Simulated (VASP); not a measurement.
Runs of VASP 6.6.1 on MoS2. The structure is that of space group P-3m1 (No. 164), or close to it. The cells are those of the table. 

```csv
cell,gap on the mesh (eV),pressure (GPa),largest force (eV/Å)
"a = 3.206, b = 3.206, c = 6.270 Å, angles 90.0, 90.0, 120.0°, 3 atoms",none,(b),0.18
"a = 3.291, b = 3.291, c = 6.436 Å, angles 90.0, 90.0, 120.0°, 3 atoms",none,-12.0,0.98
"a = 3.270, b = 3.270, c = 6.396 Å, angles 90.0, 90.0, 120.0°, 3 atoms",none,-10.2,(c)
"a = 3.227, b = 3.227, c = 6.312 Å, angles 90.0, 90.0, 120.0°, 3 atoms",none,(a),0.14
"a = 3.184, b = 3.184, c = 6.227 Å, angles 90.0, 90.0, 120.0°, 3 atoms",none,-0.3,0.53
```

Alike in all rows: task single point; level LDA; potentials or basis VASP PAW LDA potentials, release 64 (Mo_sv, S); no spin polarisation; k mesh 10 × 10 × 5; cutoff (eV) 520; smearing gaussian 0.15 eV.

Q: Fill in the values left out.

A: (a) -5.8; (b) -3.2; (c) 0.72.

A k mesh can miss the band edges, and the runs leave out spin-orbit coupling on Mo.

A gap of «none» marks levels without a gap at the run's occupations.
